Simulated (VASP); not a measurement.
# Ti: single point with PBE

Ti:

```
Ti
1.0
     2.05000    0.00000    0.00000
     0.00000    2.05000    0.00000
     0.00000    0.00000    2.05000
Ti
1
Cartesian
  0.0000 0.0000 0.0000
```

```yaml
Program: VASP 6.6.1
Task: single point
Functional: PBE
Potentials_or_basis: VASP PAW PBE potentials, release 64 (Ti_sv)
Cutoff: 520 eV
k_mesh: 18 × 18 × 18
Occupations: fermi-dirac, width 0.08 eV
Spin: no spin polarisation
Dipole_correction: no
Further_INCAR_settings: ALGO = Normal; EDIFF = 1e-07; NBANDS = 12
```

```
Pressure               : 236.2 GPa
Band gap on the k mesh : zero (band 6 reaches 19.33 eV, above the bottom of band 7 at 13.31 eV)
```

Levels at points of the mesh, in eV from the Fermi level:
```tsv
k point	band 3	band 4	band 5	band 6	band 7	band 8	band 9	band 10
(0.00, 0.00, 0.00)	-30.20	-30.20	-5.78	-4.19	-4.19	8.21	8.21	8.21
(0.50, 0.00, 0.00)	-29.58	-29.58	-2.46	-0.90	2.74	3.13	3.13	8.71
(0.50, 0.50, 0.00)	-34.86	-29.03	-8.00	0.21	4.33	4.33	11.24	12.79
(0.50, 0.50, 0.50)	-33.86	-33.86	-4.63	-4.63	-4.63	9.54	11.55	11.55
```

Wall time 14 s on 1 thread of Intel(R) Xeon(R) Platinum 8488C (Sapphire Rapids) (shared host), peak memory 0.13 GiB.
